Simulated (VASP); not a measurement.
Here is a VASP 6.6.1 calculation.

The input INCAR:

```
PREC = Accurate ; ENCUT = 520
EDIFF = 1E-6 ; ISMEAR = 0
SIGMA = 0.1 ; LREAL = False
LASPH = True ; NELM = 100
ALGO = Normal ; ISIF = 2
LWAVE = False ; LCHARG = False
GGA = PE ; NBANDS = 48
```

The input KPOINTS:

```
regular mesh
0
Gamma
  8 8 8
```

File POSCAR:

```
BaBi2O6
1.0
    0.0000000000      4.2528094441      4.2528094441
    4.2528094441      0.0000000000      4.2528094441
    4.2528094441      4.2528094441      0.0000000000
Ba Bi O
1 2 6
Direct
    0.0000000000      0.0000000000      0.0000000000
    0.7500000000      0.7500000000      0.7500000000
    0.2500000000      0.2500000000      0.2500000000
    0.5000000000      0.0000000000      0.0000000000
    0.0000000000      0.5000000000      0.5000000000
    0.0000000000      0.5000000000      0.0000000000
    0.5000000000      0.0000000000      0.5000000000
    0.0000000000      0.0000000000      0.5000000000
    0.5000000000      0.5000000000      0.0000000000
```

Potentials or basis: VASP PAW PBE potentials, release 64 (Ba_sv, Bi_d, O).

Launch:

```sh
$ cat potpaw_PBE.64/Ba_sv/POTCAR potpaw_PBE.64/Bi_d/POTCAR potpaw_PBE.64/O/POTCAR > POTCAR
$ mpirun -np 1 vasp_std > vasp.out
```

(1) Estimate the band gap on the k mesh.

(2) Predict the pressure.

## Answers

(1) zero (band 38 reaches 2.29 eV, above the bottom of band 39 at 2.14 eV).

(2) 0.7 GPa.

Caveat: spin-orbit coupling is left out, which moves the levels of the heavy elements.
